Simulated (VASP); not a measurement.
# Ge (P6_3/mmc) in VASP: further runs, part 2 of 2

VASP 6.6.1. The steps go on from the part before.

## (5) Single point, PBEsol (strain -0.040 along x and y, -0.040 along z)

File INCAR:

```
PREC = Accurate ; ENCUT = 520
EDIFF = 1E-7 ; ISMEAR = 0
SIGMA = 0.15 ; LREAL = F
LASPH = T ; NELM = 80
ALGO = Normal ; ISIF = 2
LWAVE = F ; LCHARG = F
GGA = PS ; NBANDS = 36
```

File KPOINTS:

```
regular mesh
0
Gamma
  12 12 8
```

File POSCAR:

```
Ge
1.0
    3.6451707579      0.0000000000      0.0000000000
   -1.8225853789      3.1568104774      0.0000000000
    0.0000000000      0.0000000000      5.9993688303
Ge
4
Direct
    0.0000000000      0.0000000000      0.0711500000
    0.0000000000      0.0000000000      0.5711500000
    0.3333333333      0.6666666667      0.8211500000
    0.6666666667      0.3333333333      0.3211500000
```

Potentials or basis: VASP PAW PBE potentials, release 64 (Ge_d).

Command:

```bash
> cat potpaw_PBE.64/Ge_d/POTCAR > POTCAR
> mpirun -np 1 vasp_std > vasp.out
```

OUTCAR:

```text
PREC = Accurate
   ENCUT = 520
   EDIFF = 1E-7
   ISMEAR = 0
   LREAL = F
   LASPH = T
   NELM = 80
   ISIF = 2
   GGA = PS

 ion  position               nearest neighbor table
   1  0.000  0.000  0.071-   3 2.58   4 2.58   3 2.58   4 2.58   4 2.58   3 2.58
   2  0.000  0.000  0.571-   3 2.58   4 2.58   3 2.58   4 2.58   4 2.58   3 2.58
   3  0.333  0.667  0.821-   1 2.58   2 2.58   1 2.58   2 2.58   1 2.58   2 2.58
   4  0.667  0.333  0.321-   1 2.58   2 2.58   1 2.58   2 2.58   1 2.58   2 2.58

  LATTYP: Found a hexagonal cell.
 ALAT       =     3.6451707579
 C/A-ratio  =     1.6458402716

  Lattice vectors:

 A1 = (   3.6451707579,   0.0000000000,   0.0000000000)
 A2 = (  -1.8225853789,   3.1568104774,   0.0000000000)
 A3 = (   0.0000000000,   0.0000000000,   5.9993688303)

Analysis of symmetry for initial positions (statically):
=====================================================================
 Subroutine PRICEL returns:
 Original cell was already a primitive cell.

 Routine SETGRP: Setting up the symmetry group for a
 hexagonal supercell.

[... 171 lines left out ...]
  energy without entropy =      -18.54625378  energy(sigma->0) =      -18.55538077

 E-fermi :   7.4827     XC(G=0): -11.7598

 val. band max:        7.4687960694   @ k =   0.4167   0.0833   0.0000
 cond. band min:       7.4939881370   @ k =   0.2500   0.2500   0.2500
 fundamental gap:      0.0251920676
 Fermi energy:         7.4827428861

 k-point     1 :       0.0000    0.0000    0.0000
  band No.  band energies     occupation
      1     -17.3121      2.00000
      2     -17.3121      2.00000
      3     -17.2915      2.00000
      4     -17.2915      2.00000
      5     -17.2609      2.00000
      6     -17.1054      2.00000
[... 925 lines left out ...]
     35      15.7662      0.00000
     36      16.4282      0.00000

 [... further k-points ...]

------------------------ aborting loop because EDIFF is reached ----------------------------------------

  FORCE on cell =-STRESS in cart. coord.  units (eV):
  Direction    XX          YY          ZZ          XY          YZ          ZX
  --------------------------------------------------------------------------------------
  -------------------------------------------------------------------------------------
  Total        4.6060496      4.6060496      6.0819446      0.0000000      0.0000000      0.0000000
  in kB      106.8974238    106.8974238    141.1500673      0.0000000      0.0000000      0.0000000
  external PRESSURE =     118.3149716 kB  Pullay stress =       0.0000000 kB

 VOLUME and BASIS-vectors are now :
 -----------------------------------------------------------------------------
  energy-cutoff  :      520.00
  volume of cell :       69.04
      direct lattice vectors                 reciprocal lattice vectors
     3.645170758  0.000000000  0.000000000     0.274335571  0.158387716  0.000000000
    -1.822585379  3.156810477  0.000000000     0.000000000  0.316775431  0.000000000
     0.000000000  0.000000000  5.999368830     0.000000000  0.000000000  0.166684201

 POSITION                                       TOTAL-FORCE (eV/Angst)
 -----------------------------------------------------------------------------------
      0.00000      0.00000      0.42686        -0.000000      0.000000      0.000000
      0.00000      0.00000      3.42654        -0.000000      0.000000      0.000000
     -0.00000      2.10454      4.92638        -0.000000      0.000000     -0.000000
      1.82259      1.05227      1.92670         0.000000     -0.000000     -0.000000
 -----------------------------------------------------------------------------------
    total drift:                               -0.000000     -0.000000     -0.000082

  FREE ENERGIE OF THE ION-ELECTRON SYSTEM (eV)
  ---------------------------------------------------
  free  energy   TOTEN  =       -18.5645077582 eV

  energy  without entropy=      -18.5462537806  energy(sigma->0) =      -18.55538077
```

stdout:

```text
POSCAR found type information on POSCAR Ge
 POSCAR found :  1 types and       4 ions
 scaLAPACK will be used
 -----------------------------------------------------------------------------
|                                                                             |
|                                                                             |
|     You enforced a specific xc type in the INCAR file but a different       |
|     I HOPE YOU KNOW WHAT YOU ARE DOING!                                     |
|                                                                             |
 -----------------------------------------------------------------------------

 LDA part: xc-table for (Slater+PW92), standard interpolation
 POSCAR, INCAR and KPOINTS ok, starting setup
 FFT: planning ... GRIDC
 FFT: planning ... GRID_SOFT
 FFT: planning ... GRID
 WAVECAR not read
 entering main loop
```

Wall time 3 min (1 thread of Intel Xeon Platinum 8259CL at 2.50GHz (Skylake/Cascade Lake), shared host); peak memory 0.28 GiB.

Results:

```yaml
Free_energy: -18.5645 eV
Pressure: 11.8 GPa
Band_gap_on_the_k_mesh: zero (bands 28 and 29 overlap by 4.82 eV)
```

Caveat: the cell differs from its parent crystal (strain -0.040 along x and y, -0.040 along z); the cell stands under pressure; the PAW data sets were made with another functional, which shifts forces and pressure a little.

## (6) The runs side by side

| cell | gap on the mesh (eV) | pressure (GPa) |
| --- | --- | --- |
| a = 3.493, b = 3.493, c = 6.249 Å, angles 90.0, 90.0, 120.0°, 4 atoms | none | 16.3 |
| a = 3.645, b = 3.645, c = 5.749 Å, angles 90.0, 90.0, 120.0°, 4 atoms | none | 18.6 |
| a = 3.493, b = 3.493, c = 6.499 Å, angles 90.0, 90.0, 120.0°, 4 atoms | none | 10.5 |
| a = 3.645, b = 3.645, c = 5.999 Å, angles 90.0, 90.0, 120.0°, 4 atoms | none | 11.8 |

Alike in all rows: task single point; level PBEsol; potentials or basis VASP PAW PBE potentials, release 64 (Ge_d); no spin polarisation; k mesh 12 × 12 × 8; cutoff (eV) 520; smearing gaussian 0.15 eV.

Caveats: the cell stands under pressure; the PAW data sets were made with another functional, which shifts forces and pressure a little.

Absolute energies hang on the potentials; compare differences alone.
